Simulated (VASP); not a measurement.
Input of a VASP 6.6.1 run:

Contents of INCAR:

```
SYSTEM = Pt
PREC = Accurate
ENCUT = 520
EDIFF = 1E-7
ISMEAR = 0
SIGMA = 0.15
LREAL = .FALSE.
LASPH = .TRUE.
NELM = 60
ALGO = Normal
ISIF = 2
LWAVE = .FALSE.
LCHARG = .FALSE.
GGA = CA
NBANDS = 11
```

KPOINTS

```
Automatic mesh
0
G
  20 20 20
  0 0 0
```

The input POSCAR:

```
Pt
1.0
   -0.1946767288      1.7910259053      1.7910259053
    1.7910259053     -0.1946767288      1.7910259053
    1.7910259053      1.7910259053     -0.1946767288
Pt
1
Direct
    0.0000000000      0.0000000000      0.0000000000
```

Potentials or basis: VASP PAW LDA potentials, release 64 (Pt).

The run is started by

```console
$ cat potpaw_LDA.64/Pt/POTCAR > POTCAR
$ mpirun -np 1 vasp_std > vasp.out
```

Q: Predict the pressure.

A: 51.4 GPa.

Q: Estimate the band gap on the k mesh.

A: Zero (band 5 reaches 14.97 eV, above the bottom of band 6 at 11.02 eV).

Stress tensor (GPa, compression positive):
```
51.43 16.19 16.19
16.19 51.43 16.19
16.19 16.19 51.43
```

Caveat: spin-orbit coupling is left out, which moves the levels of the heavy elements.
